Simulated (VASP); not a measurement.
# K7F8 (a cell with a defect) in VASP: a series of runs, part 2 of 2

VASP 6.6.1. Earlier steps stand in the parts before.

## 3. Single point, PBE (atoms taken out, then relaxed in part)

INCAR reads:

```
PREC     = Accurate       # precision mode
ENCUT    = 520            # plane-wave cutoff, eV
EDIFF    = 1E-6           # SCF threshold, eV
ISMEAR   = 0              # smearing method
SIGMA    = 0.05           # smearing width, eV
LREAL    = F              # projectors in reciprocal space
LASPH    = T              # aspherical terms in the spheres
NELM     = 120            # most SCF steps
ALGO     = Normal         # electronic algorithm
ISIF     = 2              # what is computed and relaxed
LWAVE    = F              # write WAVECAR
LCHARG   = F              # write CHGCAR
GGA      = PE             # functional
NBANDS   = 72             # bands
NELECT   = 120.0        
GGA_COMPAT= F
```

KPOINTS reads:

```
Automatic mesh
0
Gamma
  4 4 4
```

POSCAR reads:

```
K7F8
1.0
    0.0000000000      5.4191884945     -5.4191884945
    5.4191884945      5.4191884945      0.0000000000
    5.4191884945      0.0000000000     -5.4191884945
K F
7 8
Direct
    0.5000000000     -0.5000000000      0.0000000000
    1.0000000000      0.5000000000      0.0000000000
    1.0000000000      0.0000000000      0.0000000000
    0.5000000000      0.5000000000      0.5000000000
    0.5000000000      0.0000000000      0.5000000000
    1.0000000000      0.5000000000      0.5000000000
    1.0000000000      0.0000000000      0.5000000000
    0.2374921512      0.7374921512      0.2625078488
    0.2374921512      0.2625078488      0.2625078488
    0.7625078488      0.7374921512      0.2625078488
    0.7500000000      0.2500000000      0.2500000000
    0.2500000000      0.7500000000      0.7500000000
    0.2374921512      0.2625078488      0.7374921512
    0.7625078488      0.7374921512      0.7374921512
    0.7625078488      0.2625078488      0.7374921512
```

Potentials or basis: VASP PAW PBE potentials, release 64 (K_sv, F).

The run is started by

```bash
$ cat potpaw_PBE.64/K_sv/POTCAR potpaw_PBE.64/F/POTCAR > POTCAR
$ mpirun -np 1 vasp_std > vasp.out
```

OUTCAR:

```text
PREC = Accurate
   ENCUT = 520
   EDIFF = 1E-6
   ISMEAR = 0
   LREAL = F
   LASPH = T
   NELM = 120
   ISIF = 2
   GGA = PE
   NELECT = 120.0

 ion  position               nearest neighbor table
   1  0.500  0.500  0.000-  11 2.71  12 2.71   8 2.71   9 2.71  14 2.71  15 2.71
   2  0.000  0.500  0.000-  11 2.71  12 2.71   9 2.71  10 2.71  13 2.71  14 2.71
   3  0.000  0.000  0.000-  11 2.71  12 2.71   8 2.71  10 2.71  13 2.71  15 2.71
   4  0.500  0.500  0.500-  11 2.71  12 2.71   8 2.71  10 2.71  13 2.71  15 2.71
   5  0.500  0.000  0.500-  11 2.71  12 2.71   9 2.71  10 2.71  13 2.71  14 2.71
   6  0.000  0.500  0.500-   8 2.57   9 2.57  10 2.57  13 2.57  14 2.57  15 2.57
   7  0.000  0.000  0.500-  11 2.71  12 2.71   8 2.71   9 2.71  14 2.71  15 2.71
   8  0.237  0.737  0.263-   6 2.57   3 2.71   4 2.71   1 2.71   7 2.71
   9  0.237  0.263  0.263-   6 2.57   2 2.71   5 2.71   1 2.71   7 2.71
  10  0.763  0.737  0.263-   6 2.57   3 2.71   4 2.71   5 2.71   2 2.71
  11  0.750  0.250  0.250-   1 2.71   2 2.71   3 2.71   4 2.71   5 2.71   7 2.71
  12  0.250  0.750  0.750-   1 2.71   2 2.71   3 2.71   4 2.71   5 2.71   7 2.71
[... 809 lines left out ...]
  Direction    XX          YY          ZZ          XY          YZ          ZX
  --------------------------------------------------------------------------------------
  -------------------------------------------------------------------------------------
  Total        3.0194724      3.0194724      3.0194724      0.0000000      0.0000000      0.0000000
  in kB       15.1987851     15.1987851     15.1987851      0.0000000      0.0000000      0.0000000
  external PRESSURE =      15.1987851 kB  Pullay stress =       0.0000000 kB

 VOLUME and BASIS-vectors are now :
 -----------------------------------------------------------------------------
  energy-cutoff  :      520.00
  volume of cell :      318.30
      direct lattice vectors                 reciprocal lattice vectors
     0.000000000  5.419188495 -5.419188495    -0.092264737  0.092264737 -0.092264737
     5.419188495  5.419188495  0.000000000     0.092264737  0.092264737  0.092264737
     5.419188495  0.000000000 -5.419188495     0.092264737 -0.092264737 -0.092264737

 POSITION                                       TOTAL-FORCE (eV/Angst)
 -----------------------------------------------------------------------------------
      2.70959      5.41919     -2.70959        -0.000000     -0.000000      0.000000
      2.70959      2.70959      0.00000        -0.000000      0.000000      0.000000
      0.00000      0.00000      0.00000        -0.000000     -0.000000     -0.000000
      5.41919      5.41919     -5.41919        -0.000000     -0.000000      0.000000
      2.70959      2.70959     -5.41919        -0.000000     -0.000000      0.000000
      5.41919      2.70959     -2.70959        -0.000000      0.000000      0.000000
      2.70959      0.00000     -2.70959        -0.000000     -0.000000      0.000000
      5.41919      5.28362     -2.70959        -0.000000      0.013491      0.000000
      2.84516      2.70959     -2.70959        -0.013491      0.000000      0.000000
      5.41919      8.12878     -5.55475        -0.000000      0.000000      0.013491
      2.70959      5.41919     -5.41919        -0.000000     -0.000000      0.000000
      8.12878      5.41919     -5.41919        -0.000000      0.000000     -0.000000
      5.41919      2.70959     -5.28362        -0.000000      0.000000     -0.013491
      7.99322      8.12878     -8.12878         0.013491      0.000000      0.000000
      5.41919      5.55475     -8.12878        -0.000000     -0.013491      0.000000
 -----------------------------------------------------------------------------------
    total drift:                                0.000000      0.000000     -0.000000

  FREE ENERGIE OF THE ION-ELECTRON SYSTEM (eV)
  ---------------------------------------------------
  free  energy   TOTEN  =       -62.8900818962 eV

  energy  without entropy=      -62.8900818962  energy(sigma->0) =      -62.89008190
```

stdout:

```text
POSCAR found type information on POSCAR K F
 POSCAR found :  2 types and      15 ions
 scaLAPACK will be used
 LDA part: xc-table for (Slater+PW92), standard interpolation
 POSCAR, INCAR and KPOINTS ok, starting setup
 FFT: planning ... GRIDC
 FFT: planning ... GRID_SOFT
 FFT: planning ... GRID
 WAVECAR not read
 entering main loop
 the old and the new charge density differ
 old charge density:   119.00000 new  120.00000
    0.182E+01
```

It took 3.7 min on 1 thread of AMD EPYC 9R45 (Zen 5), shared host; peak memory 0.48 GiB.

What came out:

```
Free energy   : -62.8901 eV
Largest force : 0.013 eV/Å
```

Forces on the atoms (eV/Å):
```
K    0.000  0.000  0.000
K    0.000  0.000  0.000
K    0.000  0.000  0.000
K    0.000  0.000  0.000
K    0.000  0.000  0.000
K    0.000  0.000  0.000
K    0.000  0.000  0.000
F    0.000  0.013  0.000
F   -0.013  0.000  0.000
F    0.000  0.000  0.013
F    0.000  0.000  0.000
F    0.000  0.000  0.000
F    0.000  0.000 -0.013
F    0.013  0.000  0.000
F    0.000 -0.013  0.000
```

Caveat: the cell carries a net charge on a neutralising background, which shifts energy and pressure; the cell differs from its parent crystal (atoms taken out, then relaxed in part); the cell is charged against a uniform background, so pressure and absolute levels hang on convention.

## 4. Single point, PBE

INCAR reads:

```
SYSTEM = K7F8
  ALGO = Normal
  EDIFF = 1E-6
  ENCUT = 520
  GGA = PE
  GGA_COMPAT = .FALSE.
  ISIF = 2
  ISMEAR = 0
  LASPH = .TRUE.
  LCHARG = .TRUE.
  LELF = .TRUE.
  LREAL = .FALSE.
  LVHAR = .TRUE.
  LWAVE = .FALSE.
  NBANDS = 72
  NELECT = 120.0
  NELM = 120
  PREC = Accurate
  SIGMA = 0.05
```

KPOINTS reads:

```
k-points
0
G
  4 4 4
  0 0 0
```

POSCAR reads:

```
K7F8
1.0
    0.0000000000      5.4191884945     -5.4191884945
    5.4191884945      5.4191884945      0.0000000000
    5.4191884945      0.0000000000     -5.4191884945
K F
7 8
Direct
    0.4999999544      0.0000000000      0.0000000000
    1.0000000010      0.5000000466     -0.0000000923
    0.9999999088      0.0000000000      0.0000000000
    0.4999999544      0.4999999544      0.4999999544
    0.4999999544      0.0000000000      0.4999999544
    1.0000000933      0.4999999544      0.4999999544
    1.0000000010     -0.0000000923      0.5000000466
    0.2374921081      0.7625078006      0.2625078462
    0.2374921081      0.2374921081      0.2625078462
    0.7500000238      0.7500000238      0.2499998849
    0.7625078006      0.2374921081      0.2625078462
    0.2374921081      0.7625078006      0.7374922471
    0.2499999772      0.2499999772      0.7499999316
    0.7625078929      0.7625078929      0.7374921548
    0.7625078006      0.2374921081      0.7374922471
```

The run is started by

```bash
$ cat potpaw_PBE.64/K_sv/POTCAR potpaw_PBE.64/F/POTCAR > POTCAR
$ mpirun -np 1 vasp_std > vasp.out
```

Wall time 3.8 min (1 thread of AMD EPYC 9R45 (Zen 5), shared host); peak memory 0.48 GiB.

It converged, with:

| Item | Value |
| --- | --- |
| Free energy | -62.8901 eV |
| Largest force | 0.013 eV/Å |

Forces on the atoms (eV/Å):
```
K    0.000  0.000  0.000
K    0.000  0.000  0.000
K    0.000  0.000  0.000
K    0.000  0.000  0.000
K    0.000  0.000  0.000
K    0.000  0.000  0.000
K    0.000  0.000  0.000
F   -0.013  0.000  0.000
F    0.000  0.013  0.000
F    0.000  0.000  0.000
F    0.000  0.000  0.013
F    0.000  0.000 -0.013
F    0.000  0.000  0.000
F    0.000 -0.013  0.000
F    0.013  0.000  0.000
```

Levels at points of the mesh, in eV from the Fermi level:
```
           k point  band 57  band 58  band 59  band 60  band 61  band 62  band 63  band 64
(0.00, 0.00, 0.00)    -0.41    -0.26    -0.26    -0.26     5.41     7.84     7.84     7.84
(0.50, 0.00, 0.00)    -0.49    -0.49    -0.24    -0.24     6.79     6.89     8.36     8.46
(0.50, 0.50, 0.00)    -0.41    -0.36    -0.30    -0.30     7.06     7.16     8.25     8.25
```

Caveat: the cell carries a net charge on a neutralising background, which shifts energy and pressure; the cell is charged against a uniform background, so pressure and absolute levels hang on convention.
